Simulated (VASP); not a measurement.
# ScSi2 (P6/mmm) in VASP: notebook

The runs below take ScSi2 through single point, relaxation of cell and atoms, with PBE+D3(BJ).

All numbers are computed with VASP 6.6.1; they aren't measurements. Logs are shortened: lines on timing, memory, paths and dates and some standing lists are left out, and cuts for length are marked.

**1. The cell of the first run**

It takes space group P6/mmm (No. 191, hexagonal). Conventional cell: a = 3.992 Å, b = 3.992 Å, c = 3.524 Å, α = 90.00°, β = 90.00°, γ = 120.00°. Sc (site symmetry 6/mmm) has 12 Si at 2.90 Å and 2 Sc at 3.52 Å within 3.8 Å. Within 3.0 Å of Si (site symmetry -6m2) lie 3 Si at 2.30 Å and 6 Sc at 2.90 Å.

**2. Single point, PBE+D3(BJ)**

INCAR reads:

```
SYSTEM = ScSi2
  ALGO = Normal
  EDIFF = 1E-6
  ENCUT = 520
  GGA = PE
  ISIF = 2
  ISMEAR = 0
  IVDW = 12
  LASPH = .TRUE.
  LCHARG = .TRUE.
  LELF = .TRUE.
  LREAL = .FALSE.
  LVHAR = .TRUE.
  LWAVE = .FALSE.
  NBANDS = 16
  NELM = 100
  PREC = Accurate
  SIGMA = 0.1
```

KPOINTS reads:

```
k-points
0
G
  12 12 12
  0 0 0
```

POSCAR reads:

```
ScSi2
1.0
    3.9920571641      0.0000000000      0.0000000000
   -1.9960285820      3.4572229175      0.0000000000
    0.0000000000      0.0000000000      3.5242769896
Sc Si
1 2
Direct
    0.0000000000      0.0000000000      0.0000000000
    0.3333333333      0.6666666667      0.5000000000
    0.6666666667      0.3333333333      0.5000000000
```

Potentials or basis: VASP PAW PBE potentials, release 64 (Sc_sv, Si).

Started as:

```
> cat potpaw_PBE.64/Sc_sv/POTCAR potpaw_PBE.64/Si/POTCAR > POTCAR
> mpirun -np 1 vasp_std > vasp.out
```

OUTCAR:

```text
SYSTEM = ScSi2
   EDIFF = 1E-6
   ENCUT = 520
   GGA = PE
   ISIF = 2
   ISMEAR = 0
   IVDW = 12
   LASPH = .TRUE.
   LREAL = .FALSE.
   NELM = 100
   PREC = Accurate
 IVDW          = 12

 ion  position               nearest neighbor table
   1  0.000  0.000  0.000-   2 2.90   3 2.90   2 2.90   3 2.90   3 2.90   3 2.90   2 2.90   2 2.90
                             3 2.90   3 2.90   2 2.90   2 2.90
   2  0.333  0.667  0.500-   3 2.30   3 2.30   3 2.30   1 2.90   1 2.90   1 2.90   1 2.90   1 2.90
                             1 2.90
   3  0.667  0.333  0.500-   2 2.30   2 2.30   2 2.30   1 2.90   1 2.90   1 2.90   1 2.90   1 2.90
                             1 2.90

  LATTYP: Found a hexagonal cell.
 ALAT       =     3.9920571641
 C/A-ratio  =     0.8828222755

  Lattice vectors:

 A1 = (   3.9920571641,   0.0000000000,   0.0000000000)
 A2 = (  -1.9960285820,   3.4572229175,   0.0000000000)
 A3 = (   0.0000000000,   0.0000000000,   3.5242769896)

Analysis of symmetry for initial positions (statically):
=====================================================================
 Subroutine PRICEL returns:
 Original cell was already a primitive cell.

 Routine SETGRP: Setting up the symmetry group for a
 hexagonal supercell.

 Subroutine GETGRP returns: Found 24 space group operations
 (whereof 24 operations were pure point group operations)
 out of a pool of 24 trial point group operations.

The static configuration has the point symmetry D_6h.

Analysis of symmetry for dynamics (positions and initial velocities):
=====================================================================
 Subroutine PRICEL returns:
 Original cell was already a primitive cell.

 Routine SETGRP: Setting up the symmetry group for a
 hexagonal supercell.

 Subroutine GETGRP returns: Found 24 space group operations
 (whereof 24 operations were pure point group operations)
 out of a pool of 24 trial point group operations.

The dynamic configuration has the point symmetry D_6h.

 Subroutine INISYM returns: Found 24 space group operations
 (whereof 24 operations are pure point group operations),
 and found     1 'primitive' translations

----------------------------------------------------------------------------------------

                                     Primitive cell

  volume of cell :      48.6401

  direct lattice vectors                    reciprocal lattice vectors
     3.992057164  0.000000000  0.000000000     0.250497415  0.144624750  0.000000000
    -1.996028582  3.457222918  0.000000000     0.000000000  0.289249500  0.000000000
     0.000000000  0.000000000  3.524276990     0.000000000  0.000000000  0.283746142

  length of vectors
     3.992057164  3.992057164  3.524276990     0.289249500  0.289249500  0.283746142

  position of ions in fractional coordinates (direct lattice)
     0.000000000  0.000000000  0.000000000
     0.333333333  0.666666667  0.500000000
     0.666666667  0.333333333  0.500000000

  ion indices of the primitive-cell ions
   primitive index   ion index
                 1           1
                 2           2
                 3           3

----------------------------------------------------------------------------------------

 KPOINTS: k-points

Automatic generation of k-mesh.
 Grid dimensions read from file:
 generate k-points for:   12   12   12

 Generating k-lattice:

  Cartesian coordinates                     Fractional coordinates (reciprocal lattice)
     0.020874785  0.012052062  0.000000000     0.083333333  0.000000000  0.000000000
     0.000000000  0.024104125  0.000000000     0.000000000  0.083333333  0.000000000
     0.000000000  0.000000000  0.023645512     0.000000000  0.000000000  0.083333333

  Length of vectors
     0.024104125  0.024104125  0.023645512

  Shift w.r.t. Gamma in fractional coordinates (k-lattice)
     0.000000000  0.000000000  0.000000000

 Subroutine IBZKPT returns following result:
 ===========================================

 Found    133 irreducible k-points:

 Following reciprocal coordinates:
            Coordinates               Weight
  0.000000  0.000000  0.000000      1.000000
  0.083333 -0.000000  0.000000      6.000000
  0.166667  0.000000  0.000000      6.000000
  0.250000  0.000000  0.000000      6.000000
  0.333333 -0.000000  0.000000      6.000000
  0.416667  0.000000  0.000000      6.000000
[... 16 lines left out ...]
  0.250000  0.000000  0.083333     12.000000
  0.333333 -0.000000  0.083333     12.000000
 [... further k-points ...]
   k-points           NKPTS =    133   k-points in BZ     NKDIM =    133   number of bands    NBANDS=     16
   number of dos      NEDOS =    301   number of ions     NIONS =      3
   total plane-waves  NPLWV =  25200
   dimension x,y,z NGX =    30 NGY =   30 NGZ =   28
   dimension x,y,z NGXF=    60 NGYF=   60 NGZF=   56
   ions per type =               1   2
   NGX,Y,Z   is equivalent  to a cutoff of  12.49, 12.49, 13.21 a.u.
   NGXF,Y,Z  is equivalent  to a cutoff of  24.99, 24.99, 26.42 a.u.
 SYSTEM =  ScSi2
   PREC   = accura    normal or accurate (medium, high low for compatibility)
   ISTART =      0    job   : 0-new  1-cont  2-samecut
   ICHARG =      2    charge: 1-file 2-atom 10-const
   ISPIN  =      1    spin polarized calculation?
   LNONCOLLINEAR =      F non collinear calculations
   LSORBIT =      F    spin-orbit coupling
   LASPH  =      T    aspherical Exc in radial PAW
   ENCUT  =  520.0 eV  38.22 Ry    6.18 a.u.   7.42  7.42  6.55*2*pi/ulx,y,z
   NELM   =    100;   NELMIN=  2; NELMDL= -5     # of ELM steps
   EDIFF  = 0.1E-05   stopping-criterion for ELM
   LREAL  =      F    real-space projection
   EDIFFG = 0.1E-04   stopping-criterion for IOM
   NSW    =      0    number of steps for IOM
   IBRION =     -1    ionic relax: 0-MD 1-quasi-New 2-CG
   NFREE  =      0    steps in history (QN), initial steepest desc. (CG)
   ISIF   =      2    stress and relaxation
   ISYM   =      2    0-nonsym 1-usesym 2-fastsym
   POTIM  = 0.5000    time-step for ionic-motion
   TEBEG  =    0.0;   TEEND  =   0.0 temperature during run
   PSTRESS=    0.0 pullay stress
   NELECT =      19.0000    total number of electrons
   NUPDOWN=      -1.0000    fix difference up-down
   EMIN   =  10.00;   EMAX   =-10.00  energy-range for DOS
   EFERMI =   0.00;   METHOD = LEGACY
   ISMEAR =     0;   SIGMA  =   0.10  broadening in eV -4-tet -1-fermi 0-gaus
   EFERMI_NEDOS =   21; number of points for ismear=-14 and -15
   IALGO  =     38    algorithm
   IMIX   =      4    mixing-type and parameters
     AMIX     =   0.40;   BMIX     =  1.00
     AMIX_MAG =   1.60;   BMIX_MAG =  1.00
  volume/ion in A,a.u.               =      16.21       109.41
  Fermi-wavevector in a.u.,A,eV,Ry     =   1.196726  2.261484 19.485619  1.432153
  Thomas-Fermi vector in A             =   2.332659
   LORBIT       =      0    0 simple, 1 ext, 2 COOP (PROOUT), +10 PAW based schemes
   GGA     = PE    functional components
   LHFCALC =     F    Hartree Fock is set to
   AEXX    =    0.0000 exact exchange contribution
   IVDW    =    12    specifies the selected vdW correction
   LEPSILON=     F    determine dielectric tensor
   LRPA    =     F    only Hartree local field effects (RPA)
 non-spin polarized calculation
 Gauss-broadening in eV      SIGMA  =   0.10
  energy-cutoff  :      520.00
  volume of cell :       48.64
 maximum number of plane-waves:      1328
 NGX is ok and might be reduce to    30
   NGX = 15   NGY = 15   NGZ = 13

 number of electron      18.9999998 magnetization

 Free energy of the ion-electron system (eV)
  ---------------------------------------------------
  ext. energy  EPLUGINS =         0.00000000
  ---------------------------------------------------
  free energy    TOTEN  =       -18.19021747 eV

  energy without entropy =      -18.18432355  energy(sigma->0) =      -18.18727051

 E-fermi :   8.3216     XC(G=0): -10.9543

 val. band max:        8.3165209732   @ k =   0.1667   0.0000   0.5000
 cond. band min:       8.3303644584   @ k =   0.5000   0.0000   0.1667
 fundamental gap:      0.0138434852
 Fermi energy:         8.3216467279

 k-point     1 :       0.0000    0.0000    0.0000
  band No.  band energies     occupation
      1     -41.3269      2.00000
      2     -20.0016      2.00000
      3     -20.0016      2.00000
      4     -19.9211      2.00000
      5      -4.5013      2.00000
      6       4.4984      2.00000
[... 8 lines left out ...]
     15      11.5215      0.00000
     16      11.5215      0.00000

 k-point     2 :       0.0833   -0.0000    0.0000
  band No.  band energies     occupation
      1     -41.3266      2.00000
      2     -20.0055      2.00000
      3     -20.0024      2.00000
      4     -19.9206      2.00000
      5      -4.4159      2.00000
      6       3.9101      2.00000
[... 8 lines left out ...]
     15      11.5958      0.00000
     16      11.6707      0.00000

 k-point     3 :       0.1667    0.0000    0.0000
  band No.  band energies     occupation
      1     -41.3260      2.00000
      2     -20.0161      2.00000
      3     -20.0049      2.00000
      4     -19.9194      2.00000
      5      -4.1629      2.00000
      6       2.8154      2.00000
[... 8 lines left out ...]
     15      11.6553      0.00000
     16      12.1166      0.00000

 k-point     4 :       0.2500    0.0000    0.0000
  band No.  band energies     occupation
      1     -41.3252      2.00000
      2     -20.0306      2.00000
      3     -20.0082      2.00000
      4     -19.9177      2.00000
      5      -3.7512      2.00000
      6       1.6651      2.00000
[... 8 lines left out ...]
     15      11.7210      0.00000
     16      12.8484      0.00000
[... 324 lines left out ...]
 k-point    22 :       0.1667    0.0000    0.0833
  band No.  band energies     occupation
      1     -41.3254      2.00000
      2     -20.0150      2.00000
      3     -20.0039      2.00000
      4     -19.9281      2.00000
      5      -4.0990      2.00000
      6       2.8675      2.00000
[... 8 lines left out ...]
     15      11.3960      0.00000
     16      11.9603      0.00000

 k-point    23 :       0.2500    0.0000    0.0833
  band No.  band energies     occupation
      1     -41.3246      2.00000
      2     -20.0294      2.00000
      3     -20.0072      2.00000
      4     -19.9262      2.00000
      5      -3.6921      2.00000
      6       1.7144      2.00000
[... 8 lines left out ...]
     15      11.6894      0.00000
     16      12.7249      0.00000

 k-point    24 :       0.3333   -0.0000    0.0833
  band No.  band energies     occupation
      1     -41.3237      2.00000
      2     -20.0436      2.00000
      3     -20.0105      2.00000
      4     -19.9243      2.00000
      5      -3.1467      2.00000
      6       0.6167      2.00000
[... 8 lines left out ...]
     15      12.4649      0.00000
     16      13.0676      0.00000

 [... further k-points ...]

------------------------ aborting loop because EDIFF is reached ----------------------------------------

 Edisp (eV)   -1.34609

 E8    (eV) :    -0.5917

  FORCE on cell =-STRESS in cart. coord.  units (eV):
  Direction    XX          YY          ZZ          XY          YZ          ZX
  --------------------------------------------------------------------------------------
  -------------------------------------------------------------------------------------
  Total      -0.00944    -0.00944     0.03470    -0.00000    -0.00000     0.00000
  in kB      -0.31097    -0.31097     1.14298    -0.00000    -0.00000     0.00000
  external pressure =        0.17 kB  Pullay stress =        0.00 kB

 VOLUME and BASIS-vectors are now :
 -----------------------------------------------------------------------------
  energy-cutoff  :      520.00
  volume of cell :       48.64
      direct lattice vectors                 reciprocal lattice vectors
     3.992057164  0.000000000  0.000000000     0.250497415  0.144624750  0.000000000
    -1.996028582  3.457222918  0.000000000     0.000000000  0.289249500  0.000000000
     0.000000000  0.000000000  3.524276990     0.000000000  0.000000000  0.283746142

 POSITION                                       TOTAL-FORCE (eV/Angst)
 -----------------------------------------------------------------------------------
      0.00000      0.00000      0.00000        -0.000000      0.000000     -0.000000
     -0.00000      2.30482      1.76214        -0.000000      0.000000     -0.000000
      1.99603      1.15241      1.76214         0.000000      0.000000      0.000000
 -----------------------------------------------------------------------------------
    total drift:                                0.000000     -0.000000      0.000000

  FREE ENERGIE OF THE ION-ELECTRON SYSTEM (eV)
  ---------------------------------------------------
  free  energy   TOTEN  =       -19.5363044064 eV

  energy  without entropy=      -19.5304104887  energy(sigma->0) =      -19.53335745
```

Run time: 46 s. Hardware: 1 thread of AMD EPYC 9R45 (Zen 5), shared host; peak memory 0.22 GiB.

What came out:

| Item | Value |
| --- | --- |
| Free energy | -19.5363 eV |
| Pressure | 0.0 GPa |
| Dispersion energy per atom | -0.449 eV |

Caveat: pairwise dispersion overbinds metals, which lowers pressure and volume.

**3. Relaxation of cell and atoms, PBE+D3(BJ)**

This run uses another cell than the first one, of 16.97 Å³/atom, 1.047 times its volume.

INCAR reads:

```
SYSTEM = ScSi2
ALGO     = Normal         ! electronic algorithm
EDIFF    = 1E-7           ! SCF threshold, eV
EDIFFG   = -0.005         ! ionic threshold
ENCUT    = 600            ! plane-wave cutoff, eV
GGA      = PE             ! functional
IBRION   = 2              ! ionic algorithm
ISIF     = 3              ! what is computed and relaxed
ISMEAR   = 0              ! smearing method
IVDW     = 12             ! dispersion correction
LASPH    = .True.         ! aspherical terms in the spheres
LCHARG   = .False.        ! write CHGCAR
LREAL    = .False.        ! projectors in reciprocal space
LWAVE    = .False.        ! write WAVECAR
NELM     = 100            ! most SCF steps
NSW      = 70             ! ionic steps
PREC     = Accurate       ! precision mode
SIGMA    = 0.1            ! smearing width, eV
```

KPOINTS reads:

```
k-points
0
Gamma
  12 12 12
  0 0 0
```

POSCAR reads:

```
ScSi2
1.0
    4.0363679007      0.0000000000      0.0000000000
   -2.0181839503      3.4955971410      0.0000000000
    0.0000000000      0.0000000000      3.6092096572
Sc Si
1 2
Direct
    0.0000000000      0.0000000000      0.0000000000
    0.3333333333      0.6666666667      0.5000000000
    0.6666666667      0.3333333333      0.5000000000
```

Potentials or basis: VASP PAW PBE potentials, release 64 (Sc_sv, Si).

Started as:

```
> cat potpaw_PBE.64/Sc_sv/POTCAR potpaw_PBE.64/Si/POTCAR > POTCAR
> mpirun -np 1 vasp_std > vasp.out
```

Wall time 2.8 min (1 thread of AMD EPYC 9R45 (Zen 5), shared host); peak memory 0.25 GiB.

The run converged. Its results:

```yaml
Free_energy: -19.5371 eV
Relaxed_volume: 16.23 Å³/atom
Relaxed_cell: a = 3.991 Å, b = 3.991 Å, c = 3.529 Å, α = 90.00°, β = 90.00°, γ = 120.00°
Space_group_after_relaxing_to_0.05_Å: P6/mmm (No. 191)
Energy_gained_by_relaxing: 9.9 meV/atom
Ionic_steps: 5
Pressure_after_relaxing: 0.0 GPa
Dispersion_energy_per_atom: -0.448 eV
```

Step by step:
| step | energy change (eV) | largest force (eV/Å) | pressure (GPa) | volume (Å³) |
| --- | --- | --- | --- | --- |
| 1 | 0.0000 | 0.0000 | -4.10 | 50.92 |
| 2 | -0.0204 | 0.0000 | 2.38 | 47.79 |
| 3 | -0.0280 | 0.0000 | 0.00 | 48.82 |
| 4 | -0.0292 | 0.0000 | 0.00 | 48.76 |
| 5 | -0.0296 | 0.0000 | 0.00 | 48.69 |

Final structure:
```xyz
3
Lattice="3.9914 0.0000 0.0000 -1.9957 3.4566 0.0000 0.0000 0.0000 3.5292" Properties=species:S:1:pos:R:3 pbc="T T T"
Sc    0.0000    0.0000    0.0000
Si    0.0000    2.3044    1.7646
Si    1.9957    1.1522    1.7646
```

Levels at points of the mesh, in eV from the Fermi level:
| k point | band 7 | band 8 | band 9 | band 10 | band 11 | band 12 |
| --- | --- | --- | --- | --- | --- | --- |
| (0.00, 0.00, 0.00) | -3.82 | -1.44 | -1.25 | -1.19 | 0.60 | 0.60 |
| (0.50, 0.00, 0.00) | -4.42 | -2.89 | -1.56 | 1.27 | 1.63 | 1.92 |
| (0.00, 0.00, 0.50) | -2.46 | -2.46 | -1.50 | -1.50 | 0.13 | 0.13 |
| (0.50, 0.00, 0.50) | -4.64 | -4.25 | -3.73 | -0.37 | 2.14 | 2.36 |

Caveat: pairwise dispersion overbinds metals, which lowers pressure and volume.
